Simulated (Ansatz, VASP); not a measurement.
Two plane-wave programs on Y

```xyz
1
Lattice="-1.7897 1.7897 2.5311 1.7897 -1.7897 2.5311 1.7897 1.7897 -2.5311" Properties=species:S:1:pos:R:3 pbc="T T T"
Y     0.0000    0.0000    0.0000
```

Alike in both runs: functional PBE; k mesh 22 × 22 × 22; occupations gaussian, width 0.1 eV; no spin polarisation.

Ansatz relaxed the structure, and its values are those at the end. VASP's run is a single point on that final structure, the one shown.

|  | VASP | Ansatz |
| --- | --- | --- |
| version | VASP 6.6.1 | Ansatz 0.2.0 |
| potentials or method | VASP PAW PBE potentials, release 64 (Y_sv), cutoff 520 eV | scalar-relativistic, plane waves, PAW |
| valence electrons in the cell | 11 | 11 |

|  | VASP | Ansatz | Ansatz less VASP |
| --- | --- | --- | --- |
| gap on the k mesh at the Fermi level (eV) | none | none | - |
| pressure (GPa) | -0.1 | 0.0 | +0.14 |

A gap of «none» marks a metal or a gap that the smearing closes.
